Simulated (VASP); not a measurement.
B2P:

```xyz
12
Lattice="-0.7976 0.0097 3.4937 5.5596 -1.5617 0.0352 -0.0578 6.0336 0.0031" Properties=species:S:1:pos:R:3 pbc="T T T"
B     3.6181    1.4840    0.8132
B     3.7178    4.5485    0.7636
B     4.3326   -0.0687    1.5622
B     4.3030    2.9660    1.6218
B     0.4392    1.4787    1.9739
B     0.4180    4.4967    1.8603
B     1.0255   -0.0530    2.6815
B     0.9521    2.9859    2.7831
P     3.0470    0.0137    3.0792
P     3.0584    2.9328    3.0647
P     1.6581    1.5198    0.4788
P     1.6550    4.5852    0.5098
```

| Item | Value |
| --- | --- |
| Program | VASP 6.6.1 |
| Task | relaxation of cell and atoms |
| Functional | PBE |
| Potentials or basis | VASP PAW PBE potentials, release 64 (B, P) |
| Cutoff | 600 eV |
| k mesh | 6 × 4 × 4 |
| Occupations | gaussian, width 0.2 eV |
| Spin | no spin polarisation |

At the start: pressure 6.6 GPa; volume 9.75 Å³/atom.

Task: Where does the relaxation end?

Result: Over 17 steps the energy falls by 59.7 meV/atom and the volume is 10.04 Å³/atom (+2.9 %); space group C2/m (No. 12, to 0.05 Å).

The path:
| step | energy change (eV) | largest force (eV/Å) | pressure (GPa) | volume (Å³) |
| --- | --- | --- | --- | --- |
| 1 | 0.0000 | 2.2532 | 6.57 | 117.05 |
| 2 | -0.4190 | 1.2456 | -3.63 | 123.92 |
| 3 | -0.5657 | 0.8460 | -1.07 | 121.44 |
| 4 | -0.6747 | 0.4025 | -0.60 | 121.10 |
| 5 | -0.6766 | 0.5063 | -0.49 | 121.05 |
| 6 | -0.7034 | 0.2129 | 0.30 | 120.46 |
| 7 | -0.7035 | 0.2168 | 0.36 | 120.42 |
| 8 | -0.7115 | 0.1239 | -0.15 | 120.62 |
| 9 | -0.7115 | 0.1206 | -0.15 | 120.61 |
| 10 | -0.7144 | 0.0651 | 0.00 | 120.51 |
| 11 | -0.7145 | 0.0806 | 0.04 | 120.49 |
| 12 | -0.7158 | 0.0490 | 0.04 | 120.49 |
| 13 | -0.7160 | 0.0760 | 0.04 | 120.49 |
| 14 | -0.7167 | 0.0317 | -0.03 | 120.53 |
| 15 | -0.7168 | 0.0386 | -0.05 | 120.55 |
| 16 | -0.7170 | 0.0253 | 0.00 | 120.50 |
| 17 | -0.7170 | 0.0194 | 0.00 | 120.50 |

Final structure:
```cif
data_structure
_symmetry_space_group_name_H-M 'P 1'
_symmetry_Int_Tables_number 1
_cell_length_a 3.6356
_cell_length_b 5.8101
_cell_length_c 6.0683
_cell_angle_alpha 105.129
_cell_angle_beta 89.992
_cell_angle_gamma 102.666
_cell_volume 120.50
loop_
_atom_site_label
_atom_site_type_symbol
_atom_site_fract_x
_atom_site_fract_y
_atom_site_fract_z
_atom_site_occupancy
B1 B 0.22907 0.69198 0.42296 1
B2 B 0.22914 0.69179 0.92288 1
B3 B 0.45584 0.84336 0.21083 1
B4 B 0.45568 0.84313 0.71105 1
B5 B 0.54393 0.15676 0.28932 1
B6 B 0.54442 0.15663 0.78950 1
B7 B 0.77115 0.30828 0.07707 1
B8 B 0.77086 0.30805 0.57707 1
P1 P 0.86322 0.67349 0.16821 1
P2 P 0.86326 0.67334 0.66818 1
P3 P 0.13662 0.32675 0.33147 1
P4 P 0.13680 0.32646 0.83146 1
```
